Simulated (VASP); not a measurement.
ZnPb2: single point with PBE

Crystal: ZnPb2.

```xyz
3
Lattice="5.4942 0.0000 0.0000 -2.7471 4.7581 0.0000 0.0000 0.0000 3.2717" Properties=species:S:1:pos:R:3 pbc="T T T"
Zn    0.0000    0.0000    0.0000
Pb    0.0000    3.1721    1.6359
Pb    2.7471    1.5860    1.6359
```

- Program: VASP 6.6.1
- Task: single point
- Functional: PBE
- Potentials or basis: VASP PAW PBE potentials, release 64 (Zn, Pb_d)
- Cutoff: 520 eV
- k mesh: 12 × 12 × 14
- Occupations: gaussian, width 0.1 eV
- Spin: no spin polarisation

The pressure is 0.0 GPa. The band gap on the k mesh is zero (band 20 reaches 7.36 eV, above the bottom of band 21 at 3.67 eV).

Levels at points of the mesh, in eV from the Fermi level:
```csv
k point,band 17,band 18,band 19,band 20,band 21,band 22,band 23,band 24
"(0.00, 0.00, 0.00)",-6.63,-2.51,-1.87,-1.87,-0.39,-0.39,4.47,8.31
"(0.50, 0.00, 0.00)",-6.63,-4.35,-3.29,2.10,2.27,3.81,4.74,5.49
"(0.00, 0.00, 0.50)",-4.63,-4.44,-0.08,0.13,0.13,1.17,1.60,3.26
"(0.50, 0.00, 0.50)",-6.56,-3.07,-2.40,-0.78,-0.70,-0.34,2.67,4.75
```

It took 9.7 min on 1 thread of AMD EPYC 7R13, with other jobs on the host, peak memory 0.41 GiB.

Caveat: spin-orbit coupling is left out, which moves the levels of the heavy elements.
